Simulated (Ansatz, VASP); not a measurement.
Si: VASP beside Ansatz

```
Si
1.0
     4.32453   -2.31297    0.00000
     4.32453    2.31297    0.00000
     0.00000    0.00000    5.59403
Si
8
Direct
  0.50000 0.50000 0.77051
  0.50000 0.50000 0.22949
  0.00000 0.00000 0.27051
  0.00000 0.00000 0.72949
  0.72622 0.72622 0.50000
  0.22622 0.22622 0.00000
  0.27378 0.27378 0.50000
  0.77378 0.77378 0.00000
```

Change from the starting cell: strain -0.050 along x and y, +0.050 along z, atoms carried along.

Alike in both runs: task single point; functional LDA; k mesh 10 × 10 × 8; occupations gaussian, width 0.15 eV; no spin polarisation.

```csv
,VASP,Ansatz
version,VASP 6.6.1,Ansatz 0.2.0
potentials or method,"VASP PAW LDA potentials, release 64 (Si), cutoff 520 eV","scalar-relativistic, plane waves, PAW"
valence electrons in the cell,32,32
```

```tsv
	VASP	Ansatz	Ansatz less VASP
gap on the k mesh at the Fermi level (eV)	none	none	-
pressure (GPa)	8.7	8.6	-0.12
traceless stress, the component that is largest in VASP (GPa)	-9.45	-9.41	+0.040
rms of the force components (eV/Å)	0.110	0.108	-0.0018
```

LDA's correlation is that of Perdew and Zunger in VASP and of Perdew and Wang (1992) in Ansatz. Atom by atom the forces differ by 0.002 eV/Å (rms over components). A gap of «none» marks a metal or a gap that the smearing closes.
